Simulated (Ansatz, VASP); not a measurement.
**Sb: VASP beside Ansatz**

```
Sb
1.0
     2.94745    0.00000    0.00000
     0.00000    2.94745    0.00000
     0.00000    0.00000    2.94745
Sb
1
Direct
  0.00000 0.00000 0.00000
```

Alike in both runs: task single point; functional LDA; k mesh 14 × 14 × 14; occupations gaussian, width 0.1 eV; no spin polarisation.

|  | VASP | Ansatz |
| --- | --- | --- |
| version | VASP 6.6.1 | Ansatz 0.2.0 |
| potentials or method | VASP PAW LDA potentials, release 64 (Sb), cutoff 500 eV | scalar-relativistic, plane waves, PAW |
| valence electrons in the cell | 5 | 15 |

VASP gave:

* gap on the k mesh at the Fermi level (eV): none
* pressure (GPa): 7.8

Question: Estimate Ansatz's values.

Answer: gap on the k mesh at the Fermi level (eV): none; pressure (GPa): 7.4.

Ansatz warns that its potentials were made for another functional, while VASP's fit it. LDA's correlation is that of Perdew and Zunger in VASP and of Perdew and Wang (1992) in Ansatz. A gap of «none» marks a metal or a gap that the smearing closes. VASP's potentials hold 5 valence electrons a cell and Ansatz's 15, so a difference there can come from the potentials and not from the codes.

Neither program's run includes spin-orbit coupling.
